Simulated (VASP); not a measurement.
# BaTiO3 (P4/mmm) in VASP: single point with HSE06

Aim: the single point of BaTiO3 with HSE06.

Everything below comes from runs of VASP 6.6.1. Logs are shortened: lines on timing, memory, paths and dates and some standing lists are left out, and cuts for length are marked.

## Step 1: The cell of the first run

Symmetry: P4/mmm, No. 123, tetragonal system. The conventional cell has a = 3.834 Å, b = 3.834 Å, c = 4.123 Å, α = 90.00°, β = 90.00°, γ = 90.00°. Within 3.6 Å of Ba (site symmetry 4/mmm) lie 12 O at 2.71 to 2.82 Å and 8 Ti at 3.41 Å. Within 2.5 Å of Ti (site symmetry 4/mmm) lie 6 O at 1.92 to 2.06 Å. O (site symmetry 4/mmm) has 2 Ti at 2.06 Å and 4 Ba at 2.71 Å and 8 O at 2.82 Å within 2.9 Å. O (site symmetry mmm) has 2 Ti at 1.92 Å within 2.5 Å.

## Step 2: Single point, HSE06 (epitaxial xy strain -4.0%)

The input, POSCAR:

```
BaTiO3
1.0
    3.8343326596      0.0000000000      0.0000000000
    0.0000000000      3.8343326596      0.0000000000
    0.0000000000      0.0000000000      4.1229850228
Ba Ti O
1 1 3
Direct
    0.0000000000      0.0000000000      0.0000000000
    0.5000000000      0.5000000000      0.5000000000
    0.5000000000      0.5000000000      0.0000000000
    0.5000000000      0.0000000000      0.5000000000
    0.0000000000      0.5000000000      0.5000000000
```

The input, INCAR.step1:

```
  ALGO = Normal
  EDIFF = 1E-5
  ENCUT = 520
  GGA = PE
  ISIF = 2
  ISMEAR = 0
  KPAR = 4
  LASPH = T
  LCHARG = F
  LREAL = F
  LWAVE = T
  NBANDS = 28
  NELM = 100
  PREC = Accurate
  SIGMA = 0.01
```

The input, INCAR.step2:

```
  ALGO = Normal
  EDIFF = 1E-7
  ENCUT = 520
  GGA = PE
  HFSCREEN = 0.2079
  ISIF = 2
  ISMEAR = 0
  ISTART = 1
  KPAR = 4
  LASPH = T
  LCHARG = F
  LHFCALC = T
  LREAL = F
  LWAVE = F
  NBANDS = 28
  NELM = 100
  PREC = Accurate
  PRECFOCK = Fast
  SIGMA = 0.01
```

The input, KPOINTS:

```
k-points
0
Gamma
  4 4 4
```

Potentials or basis: VASP PAW PBE potentials, release 64 (Ba_sv, Ti_sv, O).

Launch:

```
$ cat potpaw_PBE.64/Ba_sv/POTCAR potpaw_PBE.64/Ti_sv/POTCAR potpaw_PBE.64/O/POTCAR > POTCAR
$ cp INCAR.step1 INCAR
$ mpirun -np 4 vasp_std > vasp.out
$ cp INCAR.step2 INCAR
$ mpirun -np 4 vasp_std > vasp.out
```

OUTCAR:

```text
EDIFF = 1E-7
   ENCUT = 520
   GGA = PE
   HFSCREEN = 0.2079
   ISIF = 2
   ISMEAR = 0
   ISTART = 1
   LASPH = T
   LHFCALC = T
   LREAL = F
   NELM = 100
   PREC = Accurate
   PRECFOCK = Fast

 ion  position               nearest neighbor table
   1  0.000  0.000  0.000-   3 2.71   3 2.71   3 2.71   3 2.71   5 2.82   4 2.82   5 2.82   5 2.82
                             5 2.82   4 2.82   4 2.82   4 2.82   2 3.41   2 3.41   2 3.41   2 3.41
   2  0.500  0.500  0.500-   4 1.92   5 1.92   4 1.92   5 1.92   3 2.06   3 2.06   1 3.41   1 3.41
                             1 3.41   1 3.41   1 3.41   1 3.41   1 3.41   1 3.41
   3  0.500  0.500  0.000-   2 2.06   2 2.06   1 2.71   1 2.71   1 2.71   1 2.71
   4  0.500  0.000  0.500-   2 1.92   2 1.92   1 2.82   1 2.82   1 2.82   1 2.82
   5  0.000  0.500  0.500-   2 1.92   2 1.92   1 2.82   1 2.82   1 2.82   1 2.82

  LATTYP: Found a simple tetragonal cell.
 ALAT       =     3.8343326596
 C/A-ratio  =     1.0752809912

  Lattice vectors:

 A1 = (   3.8343326596,   0.0000000000,   0.0000000000)
 A2 = (   0.0000000000,   3.8343326596,   0.0000000000)
 A3 = (   0.0000000000,   0.0000000000,   4.1229850228)

Analysis of symmetry for initial positions (statically):
=====================================================================
 Subroutine PRICEL returns:
 Original cell was already a primitive cell.

 Routine SETGRP: Setting up the symmetry group for a
 simple tetragonal supercell.

 Subroutine GETGRP returns: Found 16 space group operations
 (whereof 16 operations were pure point group operations)
 out of a pool of 16 trial point group operations.

The static configuration has the point symmetry D_4h.

Analysis of symmetry for dynamics (positions and initial velocities):
=====================================================================
 Subroutine PRICEL returns:
 Original cell was already a primitive cell.

 Routine SETGRP: Setting up the symmetry group for a
 simple tetragonal supercell.

 Subroutine GETGRP returns: Found 16 space group operations
 (whereof 16 operations were pure point group operations)
 out of a pool of 16 trial point group operations.

The dynamic configuration has the point symmetry D_4h.

 Subroutine INISYM returns: Found 16 space group operations
 (whereof 16 operations are pure point group operations),
 and found     1 'primitive' translations

----------------------------------------------------------------------------------------

                                     Primitive cell

  volume of cell :      60.6166

  direct lattice vectors                    reciprocal lattice vectors
     3.834332660  0.000000000  0.000000000     0.260801576  0.000000000  0.000000000
     0.000000000  3.834332660  0.000000000     0.000000000  0.260801576  0.000000000
     0.000000000  0.000000000  4.122985023     0.000000000  0.000000000  0.242542720

  length of vectors
     3.834332660  3.834332660  4.122985023     0.260801576  0.260801576  0.242542720

  position of ions in fractional coordinates (direct lattice)
     0.000000000  0.000000000  0.000000000
     0.500000000  0.500000000  0.500000000
     0.500000000  0.500000000  0.000000000
     0.500000000  0.000000000  0.500000000
     0.000000000  0.500000000  0.500000000

  ion indices of the primitive-cell ions
   primitive index   ion index
                 1           1
                 2           2
                 3           3
                 4           4
                 5           5

----------------------------------------------------------------------------------------

 KPOINTS: k-points

Automatic generation of k-mesh.
 Grid dimensions read from file:
 generate k-points for:    4    4    4

 Generating k-lattice:

  Cartesian coordinates                     Fractional coordinates (reciprocal lattice)
     0.065200394  0.000000000  0.000000000     0.250000000  0.000000000  0.000000000
     0.000000000  0.065200394  0.000000000     0.000000000  0.250000000  0.000000000
     0.000000000  0.000000000  0.060635680     0.000000000  0.000000000  0.250000000

  Length of vectors
     0.065200394  0.065200394  0.060635680

  Shift w.r.t. Gamma in fractional coordinates (k-lattice)
     0.000000000  0.000000000  0.000000000

 Subroutine IBZKPT returns following result:
 ===========================================

 Found     18 irreducible k-points:

 Following reciprocal coordinates:
            Coordinates               Weight
  0.000000  0.000000  0.000000      1.000000
  0.250000  0.000000  0.000000      4.000000
  0.500000  0.000000  0.000000      2.000000
  0.250000  0.250000  0.000000      4.000000
  0.500000  0.250000  0.000000      4.000000
  0.500000  0.500000  0.000000      1.000000
[... 10 lines left out ...]
  0.500000  0.250000  0.500000      4.000000
  0.500000  0.500000  0.500000      1.000000
   k-points           NKPTS =     18   k-points in BZ     NKDIM =     64   number of bands    NBANDS=     28
   number of dos      NEDOS =    301   number of ions     NIONS =      5
   total plane-waves  NPLWV =  28800
   dimension x,y,z NGX =    30 NGY =   30 NGZ =   32
   dimension x,y,z NGXF=    60 NGYF=   60 NGZF=   64
   ions per type =               1   1   3
   NGX,Y,Z   is equivalent  to a cutoff of  13.01, 13.01, 12.90 a.u.
   NGXF,Y,Z  is equivalent  to a cutoff of  26.01, 26.01, 25.81 a.u.
 SYSTEM =  unknown system
   PREC   = accura    normal or accurate (medium, high low for compatibility)
   ISTART =      1    job   : 0-new  1-cont  2-samecut
   ICHARG =      0    charge: 1-file 2-atom 10-const
   ISPIN  =      1    spin polarized calculation?
   LNONCOLLINEAR =      F non collinear calculations
   LSORBIT =      F    spin-orbit coupling
   LASPH  =      T    aspherical Exc in radial PAW
   ENCUT  =  520.0 eV  38.22 Ry    6.18 a.u.   7.13  7.13  7.67*2*pi/ulx,y,z
   NELM   =    100;   NELMIN=  2; NELMDL=  0     # of ELM steps
   EDIFF  = 0.1E-06   stopping-criterion for ELM
   LREAL  =      F    real-space projection
   EDIFFG = 0.1E-05   stopping-criterion for IOM
   NSW    =      0    number of steps for IOM
   IBRION =     -1    ionic relax: 0-MD 1-quasi-New 2-CG
   NFREE  =      0    steps in history (QN), initial steepest desc. (CG)
   ISIF   =      2    stress and relaxation
   ISYM   =      3    0-nonsym 1-usesym 2-fastsym
   POTIM  = 0.5000    time-step for ionic-motion
   TEBEG  =    0.0;   TEEND  =   0.0 temperature during run
   PSTRESS=    0.0 pullay stress
   NELECT =      40.0000    total number of electrons
   NUPDOWN=      -1.0000    fix difference up-down
   EMIN   =  10.00;   EMAX   =-10.00  energy-range for DOS
   EFERMI =   0.00;   METHOD = LEGACY
   ISMEAR =     0;   SIGMA  =   0.01  broadening in eV -4-tet -1-fermi 0-gaus
   EFERMI_NEDOS =   21; number of points for ismear=-14 and -15
   IALGO  =     38    algorithm
   IMIX   =      1    mixing-type and parameters
     AMIX     =   0.40;   BMIX     =  1.00
     AMIX_MAG =   1.60;   BMIX_MAG =  1.00
  volume/ion in A,a.u.               =      12.12        81.81
  Fermi-wavevector in a.u.,A,eV,Ry     =   1.425272  2.693373 27.638874  2.031400
  Thomas-Fermi vector in A             =   2.545674
   LORBIT       =      0    0 simple, 1 ext, 2 COOP (PROOUT), +10 PAW based schemes
   GGA     = PE    functional components
   LHFCALC =     T    Hartree Fock is set to
   PRECFOCK=fast      Normal, Fast or Accurate (Low or Medium for compatibility)
   ENCUT4O =  -1.0   cutoff for four orbital integrals eV
   NKREDX  =     1    reduce k-point grid by
   NKREDY  =     1    reduce k-point grid by
   NKREDZ  =     1    reduce k-point grid by
   AEXX    =    0.2500 exact exchange contribution
   HFSCREEN=    0.2079 screening length (either q_TF or 0.3 A-1)
   HFSCREENC=   0.2079 screening length for correlation (either q_TF or 0.3 A-1)
   ENCUTFOCK=  -1.0 apply spherical cutoff to Coloumb kernel
   IVDW    =     0    specifies the selected vdW correction
   LEPSILON=     F    determine dielectric tensor
   LRPA    =     F    only Hartree local field effects (RPA)
 non-spin polarized calculation
 Gauss-broadening in eV      SIGMA  =   0.01
  energy-cutoff  :      520.00
  volume of cell :       60.62
 maximum number of plane-waves:      1656
 NGX is ok and might be reduce to    30
  NGX = 16; NGY = 16; NGZ = 18

 number of electron      40.0000028 magnetization

 Free energy of the ion-electron system (eV)
  ---------------------------------------------------
  ext. energy  EPLUGINS =         0.00000000
  ---------------------------------------------------
  free energy    TOTEN  =       -48.13405378 eV

  energy without entropy =      -48.13405378  energy(sigma->0) =      -48.13405378

 E-fermi :   3.5114     XC(G=0):  -9.4877

 val. band max:        3.3425148050   @ k =   0.5000   0.5000   0.5000
 cond. band min:       6.4756363859   @ k =   0.0000   0.0000   0.0000
 fundamental gap:      3.1331215808
 Fermi energy:         3.5113620555

 k-point     1 :       0.0000    0.0000    0.0000
  band No.  band energies     occupation
      1     -57.5251      2.00000
      2     -32.1331      2.00000
      3     -32.1331      2.00000
      4     -32.0733      2.00000
      5     -22.7932      2.00000
      6     -15.5534      2.00000
[... 20 lines left out ...]
     27      10.3251      0.00000
     28      12.9944      0.00000

 k-point     2 :       0.2500    0.0000    0.0000
  band No.  band energies     occupation
      1     -57.5241      2.00000
      2     -32.1814      2.00000
      3     -32.1301      2.00000
      4     -32.0702      2.00000
      5     -22.6816      2.00000
      6     -15.5515      2.00000
[... 20 lines left out ...]
     27      11.5943      0.00000
     28      13.5332      0.00000

 k-point     3 :       0.5000    0.0000    0.0000
  band No.  band energies     occupation
      1     -57.5231      2.00000
      2     -32.2292      2.00000
      3     -32.1272      2.00000
      4     -32.0670      2.00000
      5     -22.5640      2.00000
      6     -15.7326      2.00000
[... 430 lines left out ...]
      3     -32.1717      2.00000
      4     -32.0987      2.00000
      5     -22.4300      2.00000
      6     -14.9043      2.00000
[... 20 lines left out ...]
     27      13.3673      0.00000
     28      13.8138      0.00000

 k-point    18 :       0.5000    0.5000    0.5000
  band No.  band energies     occupation
      1     -57.5206      2.00000
      2     -32.2183      2.00000
      3     -32.2183      2.00000
      4     -32.0952      2.00000
      5     -22.3688      2.00000
      6     -14.4361      2.00000
[... 20 lines left out ...]
     27      12.7784      0.00000
     28      14.0883      0.00000

------------------------ aborting loop because EDIFF is reached ----------------------------------------

  FORCE on cell =-STRESS in cart. coord.  units (eV):
  Direction    XX          YY          ZZ          XY          YZ          ZX
  --------------------------------------------------------------------------------------
  -------------------------------------------------------------------------------------
  Total        6.3453968      6.3453968     -0.0986363      0.0000000      0.0000000      0.0000000
  in kB      167.7173671    167.7173671     -2.6070902      0.0000000      0.0000000      0.0000000
  external PRESSURE =     110.9425480 kB  Pullay stress =       0.0000000 kB

 VOLUME and BASIS-vectors are now :
 -----------------------------------------------------------------------------
  energy-cutoff  :      520.00
  volume of cell :       60.62
      direct lattice vectors                 reciprocal lattice vectors
     3.834332660  0.000000000  0.000000000     0.260801576  0.000000000  0.000000000
     0.000000000  3.834332660  0.000000000     0.000000000  0.260801576  0.000000000
     0.000000000  0.000000000  4.122985023     0.000000000  0.000000000  0.242542720

 POSITION                                       TOTAL-FORCE (eV/Angst)
 -----------------------------------------------------------------------------------
      0.00000      0.00000      0.00000         0.000000      0.000000      0.000000
      1.91717      1.91717      2.06149         0.000000      0.000000      0.000000
      1.91717      1.91717      0.00000         0.000000      0.000000      0.000000
      1.91717      0.00000      2.06149         0.000000      0.000000      0.000000
      0.00000      1.91717      2.06149         0.000000      0.000000      0.000000
 -----------------------------------------------------------------------------------
    total drift:                               -0.000000     -0.000001      0.000000

  FREE ENERGIE OF THE ION-ELECTRON SYSTEM (eV)
  ---------------------------------------------------
  free  energy   TOTEN  =       -48.1340537786 eV

  energy  without entropy=      -48.1340537786  energy(sigma->0) =      -48.13405378
```

Run time: 14 min. Hardware: 4 MPI ranks of Oxide Virtual Turin-like, shared host; peak memory 0.27 GiB.

Results:

- Free energy: -48.1341 eV
- Pressure: 11.1 GPa
- Band gap on the k mesh: 3.13 eV (least direct gap 3.27 eV)

Caveat: the cell differs from its parent crystal (epitaxial xy strain -4.0%); the stress differs along the axes, from -0 to 17 GPa; the PAW data sets were made with another functional, which shifts forces and pressure a little; spin-orbit coupling is left out, which moves the levels of the heavy elements. A k mesh can miss the band edges.
